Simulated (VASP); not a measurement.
# KCl (Pm-3m) in VASP: further runs, part 2 of 2

VASP 6.6.1. The steps go on from the part before.

### Step 3. Single point, PBE (23.52 Å³/atom)

This run uses another cell than the first one, of 23.52 Å³/atom.

Input file INCAR:

```
ALGO = Normal
EDIFF = 1E-6
ENCUT = 500
GGA = PE
GGA_COMPAT = False
ISIF = 2
ISMEAR = -1
LASPH = True
LCHARG = True
LELF = True
LREAL = False
LVHAR = True
LWAVE = False
NBANDS = 15
NELM = 120
PREC = Accurate
SIGMA = 0.02
```

Input file KPOINTS:

```
k-points
0
Gamma
  7 7 7
```

Input file POSCAR:

```
KCl
1.0
    3.6096100034      0.0000000000      0.0000000000
    0.0000000000      3.6096100034      0.0000000000
    0.0000000000      0.0000000000      3.6096100034
K Cl
1 1
Direct
    0.0000000000      0.0000000000      0.0000000000
    0.5000000000      0.5000000000      0.5000000000
```

Potentials or basis: VASP PAW PBE potentials, release 64 (K_sv, Cl).

On the command line:

```bash
$ cat potpaw_PBE.64/K_sv/POTCAR potpaw_PBE.64/Cl/POTCAR > POTCAR
$ mpirun -np 1 vasp_std > vasp.out
```

OUTCAR:

```text
EDIFF = 1E-6
   ENCUT = 500
   GGA = PE
   ISIF = 2
   ISMEAR = -1
   LASPH = True
   LREAL = False
   NELM = 120
   PREC = Accurate

 ion  position               nearest neighbor table
   1  0.000  0.000  0.000-   2 3.13   2 3.13   2 3.13   2 3.13   2 3.13   2 3.13   2 3.13   2 3.13

   2  0.500  0.500  0.500-   1 3.13   1 3.13   1 3.13   1 3.13   1 3.13   1 3.13   1 3.13   1 3.13

  LATTYP: Found a simple cubic cell.
 ALAT       =     3.6096100034

  Lattice vectors:

 A1 = (   3.6096100034,   0.0000000000,   0.0000000000)
 A2 = (   0.0000000000,   3.6096100034,   0.0000000000)
 A3 = (   0.0000000000,   0.0000000000,   3.6096100034)

Analysis of symmetry for initial positions (statically):
=====================================================================
 Subroutine PRICEL returns:
 Original cell was already a primitive cell.

 Routine SETGRP: Setting up the symmetry group for a
 simple cubic supercell.

 Subroutine GETGRP returns: Found 48 space group operations
 (whereof 48 operations were pure point group operations)
 out of a pool of 48 trial point group operations.

The static configuration has the point symmetry O_h .

Analysis of symmetry for dynamics (positions and initial velocities):
=====================================================================
 Subroutine PRICEL returns:
 Original cell was already a primitive cell.

 Routine SETGRP: Setting up the symmetry group for a
 simple cubic supercell.

 Subroutine GETGRP returns: Found 48 space group operations
 (whereof 48 operations were pure point group operations)
 out of a pool of 48 trial point group operations.

The dynamic configuration has the point symmetry O_h .

 Subroutine INISYM returns: Found 48 space group operations
 (whereof 48 operations are pure point group operations),
 and found     1 'primitive' translations
[... 114 lines left out ...]
   LORBIT       =      0    0 simple, 1 ext, 2 COOP (PROOUT), +10 PAW based schemes
   GGA     = PE    functional components
   LHFCALC =     F    Hartree Fock is set to
   AEXX    =    0.0000 exact exchange contribution
   IVDW    =     0    specifies the selected vdW correction
   LEPSILON=     F    determine dielectric tensor
   LRPA    =     F    only Hartree local field effects (RPA)
 non-spin polarized calculation
  energy-cutoff  :      500.00
  volume of cell :       47.03
 maximum number of plane-waves:      1213
 NGX is ok and might be reduce to    28
   NGX = 13   NGY = 13   NGZ = 13

 number of electron      16.0000006 magnetization

 Free energy of the ion-electron system (eV)
  ---------------------------------------------------
  ext. energy  EPLUGINS =         0.00000000
  ---------------------------------------------------
  free energy    TOTEN  =        -6.52003842 eV

  energy without entropy =       -6.52003842  energy(sigma->0) =       -6.52003842

 E-fermi :   0.5777     XC(G=0):  -8.9032

 val. band max:        0.1605020629   @ k =   0.4286   0.4286   0.0000
 cond. band min:       5.8837361341   @ k =   0.0000   0.0000   0.0000
 fundamental gap:      5.7232340712
 Fermi energy:         0.5776535358

 k-point     1 :       0.0000    0.0000    0.0000
  band No.  band energies     occupation
      1     -27.6022      2.00000
      2     -12.7732      2.00000
      3     -10.9412      2.00000
      4     -10.9412      2.00000
      5     -10.9412      2.00000
      6      -0.0418      2.00000
      7      -0.0418      2.00000
      8      -0.0418      2.00000
      9       5.8837      0.00000
     10       6.5270      0.00000
     11       6.5270      0.00000
     12      11.3033      0.00000
     13      11.3033      0.00000
     14      11.3033      0.00000
[... 329 lines left out ...]
      2     -12.1783      2.00000
      3     -11.2138      2.00000
      4     -11.2125      2.00000
      5     -11.2125      2.00000
      6      -1.5377      2.00000
      7      -1.5377      2.00000
      8      -1.4652      2.00000
      9       9.0694      0.00000
     10       9.4406      0.00000
     11       9.4406      0.00000
     12      10.9562      0.00000
     13      10.9728      0.00000
     14      10.9728      0.00000
     15      13.4874      0.00000

------------------------ aborting loop because EDIFF is reached ----------------------------------------

  FORCE on cell =-STRESS in cart. coord.  units (eV):
  Direction    XX          YY          ZZ          XY          YZ          ZX
  --------------------------------------------------------------------------------------
  -------------------------------------------------------------------------------------
  Total        1.5672624      1.5672624      1.5672624     -0.0000000     -0.0000000      0.0000000
  in kB       53.3914160     53.3914160     53.3914160     -0.0000000     -0.0000000      0.0000000
  external PRESSURE =      53.3914160 kB  Pullay stress =       0.0000000 kB

 VOLUME and BASIS-vectors are now :
 -----------------------------------------------------------------------------
  energy-cutoff  :      500.00
  volume of cell :       47.03
      direct lattice vectors                 reciprocal lattice vectors
     3.609610003  0.000000000  0.000000000     0.277038239  0.000000000  0.000000000
     0.000000000  3.609610003  0.000000000     0.000000000  0.277038239  0.000000000
     0.000000000  0.000000000  3.609610003     0.000000000  0.000000000  0.277038239

 POSITION                                       TOTAL-FORCE (eV/Angst)
 -----------------------------------------------------------------------------------
      0.00000      0.00000      0.00000         0.000000      0.000000      0.000000
      1.80481      1.80481      1.80481         0.000000      0.000000      0.000000
 -----------------------------------------------------------------------------------
    total drift:                               -0.000000      0.000000      0.000000

  FREE ENERGIE OF THE ION-ELECTRON SYSTEM (eV)
  ---------------------------------------------------
  free  energy   TOTEN  =        -6.5200384184 eV

  energy  without entropy=       -6.5200384183  energy(sigma->0) =       -6.52003842
```

OSZICAR:

```text
N       E                     dE             d eps       ncg     rms          rms(c)
DAV:   1     0.102805317558E+03    0.10281E+03   -0.73969E+03   600   0.965E+02
DAV:   2    -0.139359161788E+01   -0.10420E+03   -0.96327E+02   784   0.247E+02
DAV:   3    -0.662628655041E+01   -0.52327E+01   -0.52060E+01   839   0.491E+01
DAV:   4    -0.679841021955E+01   -0.17212E+00   -0.17209E+00   843   0.823E+00
DAV:   5    -0.679957013216E+01   -0.11599E-02   -0.11599E-02   860   0.779E-01    0.383E+00
DAV:   6    -0.654785097115E+01    0.25172E+00   -0.26141E-01   719   0.339E+00    0.320E+00
DAV:   7    -0.651763435754E+01    0.30217E-01   -0.90730E-02   796   0.211E+00    0.182E+00
DAV:   8    -0.651989990880E+01   -0.22656E-02   -0.16223E-02   777   0.101E+00    0.226E-01
DAV:   9    -0.651985661309E+01    0.43296E-04   -0.52488E-04   817   0.163E-01    0.946E-02
DAV:  10    -0.652004093876E+01   -0.18433E-03   -0.25333E-04   649   0.127E-01    0.267E-02
DAV:  11    -0.652003915557E+01    0.17832E-05   -0.59231E-06   847   0.181E-02    0.958E-03
DAV:  12    -0.652003841837E+01    0.73720E-06   -0.23003E-06   642   0.123E-02
   1 F= -.65200384E+01 E0= -.65200384E+01  d E =-.271695E-10
```

stdout:

```text
POSCAR found type information on POSCAR K Cl
 POSCAR found :  2 types and       2 ions
 scaLAPACK will be used
 LDA part: xc-table for (Slater+PW92), standard interpolation
 POSCAR, INCAR and KPOINTS ok, starting setup
 FFT: planning ... GRIDC
 FFT: planning ... GRID_SOFT
 FFT: planning ... GRID
 WAVECAR not read
 entering main loop
```

Run time: 15 s. Hardware: 1 thread of Intel Xeon 8259CL, shared host; peak memory 0.13 GiB.

What came out:

```yaml
Free_energy: -6.5200 eV
Pressure: 5.3 GPa
Band_gap_on_the_k_mesh: 5.72 eV (least direct gap 5.93 eV)
```

Caveat: the cell stands under pressure; an odd mesh through Γ misses points on the zone boundary, where band edges can lie.

### Step 4. Single point, PBE (24.24 Å³/atom)

This run uses another cell than the first one, of 24.24 Å³/atom.

Input file INCAR:

```
ALGO = Normal ; EDIFF = 1E-6
ENCUT = 500 ; GGA = PE
GGA_COMPAT = False ; ISIF = 2
ISMEAR = -1 ; LASPH = True
LCHARG = False ; LREAL = False
LWAVE = False ; NBANDS = 15
NELM = 120 ; PREC = Accurate
SIGMA = 0.02
```

KPOINTS is that of step 3.

Input file POSCAR:

```
KCl
1.0
    3.6460731784      0.0000000000      0.0000000000
    0.0000000000      3.6460731784      0.0000000000
    0.0000000000      0.0000000000      3.6460731784
K Cl
1 1
Direct
    0.0000000000      0.0000000000      0.0000000000
    0.5000000000      0.5000000000      0.5000000000
```

Potentials or basis: VASP PAW PBE potentials, release 64 (K_sv, Cl).

On the command line:

```bash
$ cat potpaw_PBE.64/K_sv/POTCAR potpaw_PBE.64/Cl/POTCAR > POTCAR
$ mpirun -np 1 vasp_std > vasp.out
```

OUTCAR:

```text
EDIFF = 1E-6
   ENCUT = 500
   GGA = PE
   ISIF = 2
   ISMEAR = -1
   LASPH = True
   LREAL = False
   NELM = 120
   PREC = Accurate

 ion  position               nearest neighbor table
   1  0.000  0.000  0.000-   2 3.16   2 3.16   2 3.16   2 3.16   2 3.16   2 3.16   2 3.16   2 3.16

   2  0.500  0.500  0.500-   1 3.16   1 3.16   1 3.16   1 3.16   1 3.16   1 3.16   1 3.16   1 3.16

  LATTYP: Found a simple cubic cell.
 ALAT       =     3.6460731784

  Lattice vectors:

 A1 = (   3.6460731784,   0.0000000000,   0.0000000000)
 A2 = (   0.0000000000,   3.6460731784,   0.0000000000)
 A3 = (   0.0000000000,   0.0000000000,   3.6460731784)

Analysis of symmetry for initial positions (statically):
=====================================================================
 Subroutine PRICEL returns:
 Original cell was already a primitive cell.

 Routine SETGRP: Setting up the symmetry group for a
 simple cubic supercell.

 Subroutine GETGRP returns: Found 48 space group operations
 (whereof 48 operations were pure point group operations)
 out of a pool of 48 trial point group operations.
[... 169 lines left out ...]
      3     -11.1703      2.00000
      4     -11.1703      2.00000
      5     -11.1703      2.00000
      6      -0.2231      2.00000
      7      -0.2231      2.00000
      8      -0.2231      2.00000
      9       5.5333      0.00000
     10       6.3933      0.00000
     11       6.3933      0.00000
     12      11.0475      0.00000
     13      11.0475      0.00000
     14      11.0475      0.00000
[... 329 lines left out ...]
      2     -12.3319      2.00000
      3     -11.4210      2.00000
      4     -11.4202      2.00000
      5     -11.4202      2.00000
      6      -1.6357      2.00000
      7      -1.6357      2.00000
      8      -1.5714      2.00000
      9       8.8099      0.00000
     10       9.1680      0.00000
     11       9.1680      0.00000
     12      10.6020      0.00000
     13      10.6394      0.00000
     14      10.6394      0.00000
     15      13.1476      0.00000

------------------------ aborting loop because EDIFF is reached ----------------------------------------

  FORCE on cell =-STRESS in cart. coord.  units (eV):
  Direction    XX          YY          ZZ          XY          YZ          ZX
  --------------------------------------------------------------------------------------
  -------------------------------------------------------------------------------------
  Total        1.2526126      1.2526126      1.2526126     -0.0000000      0.0000000      0.0000000
  in kB       41.4048514     41.4048514     41.4048514     -0.0000000      0.0000000      0.0000000
  external PRESSURE =      41.4048514 kB  Pullay stress =       0.0000000 kB

 VOLUME and BASIS-vectors are now :
 -----------------------------------------------------------------------------
  energy-cutoff  :      500.00
  volume of cell :       48.47
      direct lattice vectors                 reciprocal lattice vectors
     3.646073178  0.000000000  0.000000000     0.274267671  0.000000000  0.000000000
     0.000000000  3.646073178  0.000000000     0.000000000  0.274267671  0.000000000
     0.000000000  0.000000000  3.646073178     0.000000000  0.000000000  0.274267671

 POSITION                                       TOTAL-FORCE (eV/Angst)
 -----------------------------------------------------------------------------------
      0.00000      0.00000      0.00000         0.000000      0.000000      0.000000
      1.82304      1.82304      1.82304         0.000000      0.000000      0.000000
 -----------------------------------------------------------------------------------
    total drift:                                0.000000      0.000000      0.000000

  FREE ENERGIE OF THE ION-ELECTRON SYSTEM (eV)
  ---------------------------------------------------
  free  energy   TOTEN  =        -6.5630893675 eV

  energy  without entropy=       -6.5630893675  energy(sigma->0) =       -6.56308937
```

Run time: 14 s. Hardware: 1 thread of Intel Xeon 8259CL, shared host; peak memory 0.13 GiB.

Results:

```
Free energy            : -6.5631 eV
Pressure               : 4.1 GPa
Band gap on the k mesh : 5.56 eV (least direct gap 5.76 eV)
```

Caveat: the cell stands under pressure; an odd mesh through Γ misses points on the zone boundary, where band edges can lie.

### Step 5. Overview

| cell | gap on the mesh (eV) | pressure (GPa) |
| --- | --- | --- |
| a = 3.658 Å, 2 atoms | 5.50 | 3.8 |
| a = 3.610 Å, 2 atoms | 5.72 | 5.3 |
| a = 3.646 Å, 2 atoms | 5.56 | 4.1 |

Alike in all rows: task single point; level PBE; potentials or basis VASP PAW PBE potentials, release 64 (K_sv, Cl); no spin polarisation; k mesh 7 × 7 × 7; cutoff (eV) 500; smearing fermi-dirac 0.02 eV.

Caveats: the cell stands under pressure; an odd mesh through Γ misses points on the zone boundary, where band edges can lie.

Absolute energies hang on the potentials; compare differences alone.
